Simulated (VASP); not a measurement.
# Ca3As (P6_3/mmc) in VASP: a series of runs

Runs on Ca3As. Level: PBE. Tasks: single point, relaxation of cell and atoms.

Program: VASP 6.6.1. These are calculated values, not measurements. Logs are shortened: lines on timing, memory, paths and dates and some standing lists are left out, and cuts for length are marked.

### 1 The cell of the first run

The structure is hexagonal, space group P6_3/mmc (No. 194). Conventional cell: a = 6.864 Å, b = 6.864 Å, c = 5.626 Å, α = 90.00°, β = 90.00°, γ = 120.00°. Ca (site symmetry mm2) has 8 Ca at 3.35 to 3.52 Å and 4 As at 3.41 to 3.43 Å within 4.4 Å. As (site symmetry -6m2) has 12 Ca at 3.41 to 3.43 Å within 4.5 Å.

### 2 Single point, PBE

The input, INCAR:

```
SYSTEM = Ca3As
PREC = Accurate
ENCUT = 520
EDIFF = 1E-6
ISMEAR = 0
SIGMA = 0.1
LREAL = .FALSE.
LASPH = .TRUE.
NELM = 100
ALGO = Normal
ISIF = 2
LWAVE = .FALSE.
LCHARG = .TRUE.
GGA = PE
LELF = .TRUE.
LVHAR = .TRUE.
NBANDS = 45
```

The input, KPOINTS:

```
Automatic mesh
0
G
  3 3 4
  0 0 0
```

The input, POSCAR:

```
Ca3As
1.0
    6.8637386948      0.0000000000      0.0000000000
   -3.4318693474      5.9441720747      0.0000000000
    0.0000000000      0.0000000000      5.6258790498
Ca As
6 2
Direct
    0.8291652643      0.6583305286      0.2500000000
    0.1708347357      0.8291652643      0.7500000000
    0.3416694714      0.1708347357      0.2500000000
    0.1708347357      0.3416694714      0.7500000000
    0.8291652643      0.1708347357      0.2500000000
    0.6583305286      0.8291652643      0.7500000000
    0.3333333333      0.6666666667      0.2500000000
    0.6666666667      0.3333333333      0.7500000000
```

Potentials or basis: VASP PAW PBE potentials, release 64 (Ca_sv, As).

Launch:

```
cat potpaw_PBE.64/Ca_sv/POTCAR potpaw_PBE.64/As/POTCAR > POTCAR
mpirun -np 1 vasp_std > vasp.out
```

OUTCAR:

```text
SYSTEM = Ca3As
   PREC = Accurate
   ENCUT = 520
   EDIFF = 1E-6
   ISMEAR = 0
   LREAL = .FALSE.
   LASPH = .TRUE.
   NELM = 100
   ISIF = 2
   GGA = PE

 ion  position               nearest neighbor table
   1  0.829  0.658  0.250-
   2  0.171  0.829  0.750-
   3  0.342  0.171  0.250-
   4  0.171  0.342  0.750-
   5  0.829  0.171  0.250-
   6  0.658  0.829  0.750-
   7  0.333  0.667  0.250-
   8  0.667  0.333  0.750-

  LATTYP: Found a hexagonal cell.
 ALAT       =     6.8637386948
 C/A-ratio  =     0.8196522770

  Lattice vectors:

 A1 = (   6.8637386948,   0.0000000000,   0.0000000000)
 A2 = (  -3.4318693474,   5.9441720747,   0.0000000000)
 A3 = (   0.0000000000,   0.0000000000,   5.6258790498)

Analysis of symmetry for initial positions (statically):
=====================================================================
 Subroutine PRICEL returns:
 Original cell was already a primitive cell.

 Routine SETGRP: Setting up the symmetry group for a
 hexagonal supercell.

 Subroutine GETGRP returns: Found 24 space group operations
 (whereof 12 operations were pure point group operations)
 out of a pool of 24 trial point group operations.

The static configuration has the point symmetry D_3d.
 The point group associated with its full space group is D_6h.

Analysis of symmetry for dynamics (positions and initial velocities):
=====================================================================
 Subroutine PRICEL returns:
 Original cell was already a primitive cell.

 Routine SETGRP: Setting up the symmetry group for a
 hexagonal supercell.

 Subroutine GETGRP returns: Found 24 space group operations
 (whereof 12 operations were pure point group operations)
 out of a pool of 24 trial point group operations.

The dynamic configuration has the point symmetry D_3d.
 The point group associated with its full space group is D_6h.

 Subroutine INISYM returns: Found 24 space group operations
 (whereof 12 operations are pure point group operations),
 and found     1 'primitive' translations

----------------------------------------------------------------------------------------

[... 87 lines left out ...]
   NELM   =    100;   NELMIN=  2; NELMDL= -5     # of ELM steps
   EDIFF  = 0.1E-05   stopping-criterion for ELM
   LREAL  =      F    real-space projection
   EDIFFG = 0.1E-04   stopping-criterion for IOM
   NSW    =      0    number of steps for IOM
   IBRION =     -1    ionic relax: 0-MD 1-quasi-New 2-CG
   NFREE  =      0    steps in history (QN), initial steepest desc. (CG)
   ISIF   =      2    stress and relaxation
   ISYM   =      2    0-nonsym 1-usesym 2-fastsym
   POTIM  = 0.5000    time-step for ionic-motion
   TEBEG  =    0.0;   TEEND  =   0.0 temperature during run
   PSTRESS=    0.0 pullay stress
   NELECT =      70.0000    total number of electrons
   NUPDOWN=      -1.0000    fix difference up-down
   EMIN   =  10.00;   EMAX   =-10.00  energy-range for DOS
   EFERMI =   0.00;   METHOD = LEGACY
   ISMEAR =     0;   SIGMA  =   0.10  broadening in eV -4-tet -1-fermi 0-gaus
   EFERMI_NEDOS =   21; number of points for ismear=-14 and -15
   IALGO  =     38    algorithm
   IMIX   =      4    mixing-type and parameters
     AMIX     =   0.40;   BMIX     =  1.00
     AMIX_MAG =   1.60;   BMIX_MAG =  1.00
  volume/ion in A,a.u.               =      28.69       193.62
  Fermi-wavevector in a.u.,A,eV,Ry     =   1.101945  2.082375 16.521327  1.214283
  Thomas-Fermi vector in A             =   2.238380
   LORBIT       =      0    0 simple, 1 ext, 2 COOP (PROOUT), +10 PAW based schemes
   GGA     = PE    functional components
   LHFCALC =     F    Hartree Fock is set to
   AEXX    =    0.0000 exact exchange contribution
   IVDW    =     0    specifies the selected vdW correction
   LEPSILON=     F    determine dielectric tensor
   LRPA    =     F    only Hartree local field effects (RPA)
 non-spin polarized calculation
 Gauss-broadening in eV      SIGMA  =   0.10
  energy-cutoff  :      520.00
  volume of cell :      229.53
 maximum number of plane-waves:      6279
 NGX is ok and might be reduce to    54
   NGX = 25   NGY = 25   NGZ = 21

 number of electron      69.9999988 magnetization

 Free energy of the ion-electron system (eV)
  ---------------------------------------------------
  ext. energy  EPLUGINS =         0.00000000
  ---------------------------------------------------
  free energy    TOTEN  =       -24.28670418 eV

  energy without entropy =      -24.26528122  energy(sigma->0) =      -24.27599270

 E-fermi :   4.1066     XC(G=0):  -8.9614

 val. band max:        4.0546692925   @ k =   0.3333   0.3333   0.0000
 cond. band min:       4.1650432111   @ k =   0.0000   0.0000   0.2500
 fundamental gap:      0.1103739186
 Fermi energy:         4.1066151425

 k-point     1 :       0.0000    0.0000    0.0000
  band No.  band energies     occupation
      1     -37.8712      2.00000
      2     -37.8278      2.00000
      3     -37.8211      2.00000
      4     -37.8211      2.00000
      5     -37.8002      2.00000
      6     -37.8002      2.00000
[... 421 lines left out ...]
     44       5.7540      0.00000
     45       5.9343      0.00000

------------------------ aborting loop because EDIFF is reached ----------------------------------------

  FORCE on cell =-STRESS in cart. coord.  units (eV):
  Direction    XX          YY          ZZ          XY          YZ          ZX
  --------------------------------------------------------------------------------------
  -------------------------------------------------------------------------------------
  Total        0.0931776      0.0931776      0.3163198      0.0000000     -0.0000000      0.0000000
  in kB        0.6503984      0.6503984      2.2079768      0.0000000     -0.0000000      0.0000000
  external PRESSURE =       1.1695912 kB  Pullay stress =       0.0000000 kB

 VOLUME and BASIS-vectors are now :
 -----------------------------------------------------------------------------
  energy-cutoff  :      520.00
  volume of cell :      229.53
      direct lattice vectors                 reciprocal lattice vectors
     6.863738695  0.000000000  0.000000000     0.145693192  0.084116004  0.000000000
    -3.431869347  5.944172075  0.000000000     0.000000000  0.168232007  0.000000000
     0.000000000  0.000000000  5.625879050     0.000000000  0.000000000  0.177750000

 POSITION                                       TOTAL-FORCE (eV/Angst)
 -----------------------------------------------------------------------------------
      3.43187      3.91323      1.40647         0.000000      0.001852      0.000000
     -1.67302      4.92870      4.21941        -0.001604      0.000926      0.000000
      1.75885      1.01547      1.40647        -0.001604     -0.000926     -0.000000
     -0.00000      2.03094      4.21941         0.000000     -0.001852     -0.000000
      5.10489      1.01547      1.40647         0.001604     -0.000926      0.000000
      1.67302      4.92870      4.21941         0.001604      0.000926      0.000000
     -0.00000      3.96278      1.40647         0.000000     -0.000000      0.000000
      3.43187      1.98139      4.21941        -0.000000     -0.000000      0.000000
 -----------------------------------------------------------------------------------
    total drift:                                0.000000     -0.000000      0.000000

  FREE ENERGIE OF THE ION-ELECTRON SYSTEM (eV)
  ---------------------------------------------------
  free  energy   TOTEN  =       -24.2867041831 eV

  energy  without entropy=      -24.2652812191  energy(sigma->0) =      -24.27599270
```

OSZICAR:

```text
N       E                     dE             d eps       ncg     rms          rms(c)
DAV:   1     0.709823449326E+03    0.70982E+03   -0.33921E+04   810   0.147E+03
DAV:   2     0.297074105201E+02   -0.68012E+03   -0.66963E+03   820   0.444E+02
DAV:   3    -0.194906655435E+02   -0.49198E+02   -0.48496E+02  1236   0.901E+01
DAV:   4    -0.243865576261E+02   -0.48959E+01   -0.48312E+01  1308   0.236E+01
DAV:   5    -0.247019040283E+02   -0.31535E+00   -0.31455E+00  1183   0.514E+00    0.701E+00
DAV:   6    -0.243812516678E+02    0.32065E+00   -0.54577E-01  1055   0.319E+00    0.398E+00
DAV:   7    -0.242857132923E+02    0.95538E-01   -0.35116E-01  1090   0.273E+00    0.573E-01
DAV:   8    -0.242860061163E+02   -0.29282E-03   -0.27601E-02  1079   0.885E-01    0.152E-01
DAV:   9    -0.242865016819E+02   -0.49557E-03   -0.28051E-03  1212   0.267E-01    0.925E-02
DAV:  10    -0.242867132905E+02   -0.21161E-03   -0.45796E-04  1039   0.929E-02    0.271E-02
DAV:  11    -0.242867033337E+02    0.99568E-05   -0.77263E-05  1068   0.419E-02    0.855E-03
DAV:  12    -0.242867041831E+02   -0.84938E-06   -0.49898E-06   807   0.103E-02
   1 F= -.24286704E+02 E0= -.24275993E+02  d E =-.214230E-01
```

It took 2.6 min on 1 thread of AMD EPYC 9755, shared host; peak memory 0.33 GiB.

Results:

```
Free energy            : -24.2867 eV
Pressure               : 0.1 GPa
Band gap on the k mesh : zero (bands 35 and 36 overlap by 1.07 eV)
```

Stress tensor (GPa, compression positive):
```
0.07 0.00 0.00
0.00 0.07 0.00
0.00 0.00 0.22
```

Levels at points of the mesh, in eV from the Fermi level:
| k point | band 31 | band 32 | band 33 | band 34 | band 35 | band 36 | band 37 | band 38 | band 39 | band 40 |
| --- | --- | --- | --- | --- | --- | --- | --- | --- | --- | --- |
| (0.00, 0.00, 0.00) | -2.67 | -2.67 | -2.30 | -1.10 | -0.21 | 0.10 | 0.10 | 0.21 | 0.21 | 0.32 |
| (0.00, 0.00, 0.50) | -2.69 | -2.69 | -1.01 | -1.01 | -0.58 | -0.58 | -0.58 | -0.58 | 0.76 | 0.76 |

[end of part 1 of 2]

The gap in the log of VASP goes by the Fermi energy; the results here count the filled bands.